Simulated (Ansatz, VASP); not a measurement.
## One calculation of NaOs, two programs

Contents of INCAR:

```
SYSTEM = NaOs
ALGO     = Normal         ! electronic algorithm
EDIFF    = 1E-6           ! SCF threshold, eV
ENCUT    = 520            ! plane-wave cutoff, eV
GGA      = PE             ! functional
ISIF     = 2              ! what is computed and relaxed
ISMEAR   = 0              ! smearing method
LASPH    = .True.         ! aspherical terms in the spheres
LCHARG   = .False.        ! write CHGCAR
LREAL    = .False.        ! projectors in reciprocal space
LWAVE    = .False.        ! write WAVECAR
NBANDS   = 14             ! bands
NELM     = 80             ! most SCF steps
PREC     = Accurate       ! precision mode
SIGMA    = 0.1            ! smearing width, eV
```

KPOINTS

```
k-points
0
Gamma
  6 6 6
  0 0 0
```

The input POSCAR:

```
NaOs
1.0
    1.7062092200      0.9850803500      5.1362058700
   -1.7062092200      0.9850803500      5.1362058700
    0.0000000000     -1.9701607100      5.1362058700
Na Os
1 1
Direct
    0.5000000000      0.5000000000      0.5000000000
    0.0000000000      0.0000000000      0.0000000000
```

Input for Ansatz:

```yaml
crystal:
  lattice:
    - [1.70620922, 0.98508035, 5.13620587]
    - [-1.70620922, 0.98508035, 5.13620587]
    - [0.0, -1.97016071, 5.13620587]
  atoms:
    - { symbol: Na, position: [0.5, 0.5, 0.5] }
    - { symbol: Os, position: [0.0, 0.0, 0.0] }
basis:
  ecutwfc: 420
kpoints:
  mp_grid: { grid: [6, 6, 6] }
hamiltonian:
  xc: pbe
scf:
  occupations: { method: gaussian, width: 0.1 }
  lower_state_search: "off"
output:
  forces: true
  stress: true
  eigenvalues: true
```

Alike in both runs: task single point; functional PBE; k mesh 6 × 6 × 6; occupations gaussian, width 0.1 eV; no spin polarisation.

|  | VASP | Ansatz |
| --- | --- | --- |
| version | VASP 6.6.1 | Ansatz 0.2.0 |
| potentials or method | VASP PAW PBE potentials, release 64 (Na_pv, Os), cutoff 520 eV | scalar-relativistic, plane waves, PAW |
| valence electrons in the cell | 15 | 25 |

|  | VASP | Ansatz | Ansatz less VASP |
| --- | --- | --- | --- |
| gap on the k mesh at the Fermi level (eV) | none | none | - |
| pressure (GPa) | -17.3 | -17.4 | -0.09 |
| traceless stress, the component that is largest in VASP (GPa) | 13.92 | 14.18 | +0.263 |

A gap of «none» marks a metal or a gap that the smearing closes. The functional is the same, so the differences come from potentials, cutoffs and numerics. VASP's potentials hold 15 valence electrons a cell and Ansatz's 25, so a difference there can come from the potentials and not from the codes.

The k mesh is coarse, so the values compare programs but aren't converged. Spin-orbit coupling is off throughout.
